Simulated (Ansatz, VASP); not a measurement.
SnTe in VASP and in Ansatz

```
Sn Te
1.0
     0.00000    3.10725    3.10725
     3.10725    0.00000    3.10725
     3.10725    3.10725    0.00000
Sn Te
1 1
Direct
  0.00000 0.00000 0.00000
  0.50000 0.50000 0.50000
```

Alike in both runs: task single point; functional PBE; k mesh 10 × 10 × 10; occupations gaussian, width 0.01 eV; no spin polarisation.

```csv
,VASP,Ansatz
version,VASP 6.6.1,Ansatz 0.2.0
potentials or method,"VASP PAW PBE potentials, release 64 (Sn_d, Te), cutoff 520 eV","scalar-relativistic, plane waves, PAW"
valence electrons in the cell,20,30
```

|  | VASP | Ansatz | Ansatz less VASP |
| --- | --- | --- | --- |
| gap on the k mesh at the Fermi level (eV) | 0.23 | 0.22 | 0.000 |
| least direct gap on the mesh (eV) | 0.23 | 0.22 | 0.000 |
| pressure (GPa) | 4.6 | 4.6 | +0.03 |

With one functional, cell and mesh, what is left measures potentials, basis and numerics. VASP's potentials hold 20 valence electrons a cell and Ansatz's 30, so a difference there can come from the potentials and not from the codes.

Neither program's run includes spin-orbit coupling.
